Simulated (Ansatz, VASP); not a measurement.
SnTe: VASP beside Ansatz

File INCAR:

```
  ALGO = Normal
  EDIFF = 1E-6
  ENCUT = 520
  GGA = RP
  ISIF = 2
  ISMEAR = 0
  LASPH = True
  LCHARG = False
  LREAL = False
  LWAVE = False
  NBANDS = 17
  NELM = 100
  PREC = Accurate
  SIGMA = 0.05
```

The input KPOINTS:

```
k-points
0
Gamma
  6 6 6
```

The input POSCAR:

```
SnTe
1.0
    0.0000000000      3.2219922595      3.2219922595
    3.2219922595      0.0000000000      3.2219922595
    3.2219922595      3.2219922595      0.0000000000
Sn Te
1 1
Direct
    0.5000000000      0.5000000000      0.5000000000
    0.0000000000      0.0000000000      0.0000000000
```

Input for Ansatz:

```yaml
crystal:
  lattice:
    - [0.0, 3.2219922595, 3.2219922595]
    - [3.2219922595, 0.0, 3.2219922595]
    - [3.2219922595, 3.2219922595, 0.0]
  atoms:
    - { symbol: Sn, position: [0.5, 0.5, 0.5] }
    - { symbol: Te, position: [0.0, 0.0, 0.0] }
basis:
  ecutwfc: 420
  ecutrho_ratio: 4
kpoints:
  mp_grid: { grid: [6, 6, 6] }
hamiltonian:
  xc: rpbe
scf:
  occupations: { method: gaussian, width: 0.05 }
output:
  forces: true
  stress: true
  eigenvalues: true
```

Alike in both runs: task single point; functional RPBE; k mesh 6 × 6 × 6; occupations gaussian, width 0.05 eV; no spin polarisation.

|  | VASP | Ansatz |
| --- | --- | --- |
| version | VASP 6.6.1 | Ansatz 0.2.0 |
| potentials or method | VASP PAW PBE potentials, release 64 (Sn_d, Te), cutoff 520 eV | scalar-relativistic, plane waves, PAW |
| valence electrons in the cell | 20 | 30 |

Ansatz gave:

```
gap on the k mesh at the Fermi level (eV) : 0.12
least direct gap on the mesh (eV)         : 0.12
pressure (GPa)                            : 0.8
```

Q: What did VASP give for the same quantities?

A: gap on the k mesh at the Fermi level (eV): 0.12; least direct gap on the mesh (eV): 0.12; pressure (GPa): 0.7.

VASP's potentials were made for PBE, not for RPBE. The functional is the same, so the differences come from potentials, cutoffs and numerics. VASP's potentials hold 20 valence electrons a cell and Ansatz's 30, so a difference there can come from the potentials and not from the codes.

Spin-orbit coupling is off throughout.
